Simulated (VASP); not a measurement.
Input of a VASP 6.6.1 run:

Contents of INCAR:

```
SYSTEM = K2ScZnC6N6
ALGO     = Normal         ! electronic algorithm
EDIFF    = 1E-6           ! SCF threshold, eV
ENCUT    = 520            ! plane-wave cutoff, eV
GGA      = PE             ! functional
ISIF     = 2              ! what is computed and relaxed
ISMEAR   = 0              ! smearing method
ISPIN    = 2              ! spin polarisation
LASPH    = .True.         ! aspherical terms in the spheres
LCHARG   = .True.         ! write CHGCAR
LELF     = .True.         ! ELF
LMAXMIX  = 4              ! l up to which the mixer works
LORBIT   = 11             ! projections on sites
LREAL    = Auto         
LVHAR    = .True.       
LWAVE    = .False.        ! write WAVECAR
MAGMOM   = 0 0 0 0 1 1 1 1 1 1 1 1 1 1 1 1 ! initial moments
NBANDS   = 66             ! bands
NELM     = 150            ! most SCF steps
PREC     = Accurate       ! precision mode
SIGMA    = 0.1            ! smearing width, eV
```

The input KPOINTS:

```
k-points
0
Gamma
  4 4 4
  0 0 0
```

File POSCAR:

```
K2ScZnC6N6
1.0
    0.0000000000      5.1995000000      5.1995000000
    5.1995000000      0.0000000000      5.1995000000
    5.1995000000      5.1995000000      0.0000000000
K Sc Zn C N
2 1 1 6 6
Direct
    0.2500000000      0.2500000000      0.2500000000
    0.7500000000      0.7500000000      0.7500000000
    0.0000000000      0.0000000000      0.0000000000
    0.5000000000      0.5000000000      0.5000000000
    0.8055582300      0.1944417700      0.1944417700
    0.1944417700      0.8055582300      0.1944417700
    0.1944417700      0.1944417700      0.8055582300
    0.1944417700      0.8055582300      0.8055582300
    0.8055582300      0.1944417700      0.8055582300
    0.8055582300      0.8055582300      0.1944417700
    0.6930474100      0.3069525900      0.3069525900
    0.3069525900      0.6930474100      0.3069525900
    0.3069525900      0.3069525900      0.6930474100
    0.3069525900      0.6930474100      0.6930474100
    0.6930474100      0.3069525900      0.6930474100
    0.6930474100      0.6930474100      0.3069525900
```

Potentials or basis: VASP PAW PBE potentials, release 64 (K_sv, Sc_sv, Zn, C, N).

Run with:

```bash
$ cat potpaw_PBE.64/K_sv/POTCAR potpaw_PBE.64/Sc_sv/POTCAR potpaw_PBE.64/Zn/POTCAR potpaw_PBE.64/C/POTCAR potpaw_PBE.64/N/POTCAR > POTCAR
$ mpirun -np 1 vasp_std > vasp.out
```

**Question.** Predict the net moment.

**Answer.** 0.01 μB per cell.

**Question.** Estimate the largest force.

**Answer.** 2.583 eV/Å.

**Question.** What does it give for the pressure?

**Answer.** 14.5 GPa.

Forces on the atoms (eV/Å):
```
K    0.000  0.000  0.000
K    0.000  0.000  0.000
Sc   0.000  0.000  0.000
Zn   0.000  0.000  0.000
C    2.583  0.000  0.000
C    0.000  2.583  0.000
C    0.000  0.000  2.583
C   -2.583  0.000  0.000
C    0.000 -2.583  0.000
C    0.000  0.000 -2.583
N    0.026  0.000  0.000
N    0.000  0.026  0.000
N    0.000  0.000  0.026
N   -0.026  0.000  0.000
N    0.000 -0.026  0.000
N    0.000  0.000 -0.026
```

Caveat: the cell stands under pressure; forces of over 1 eV/Å act on the atoms, so gaps and moduli don't describe the material at rest.
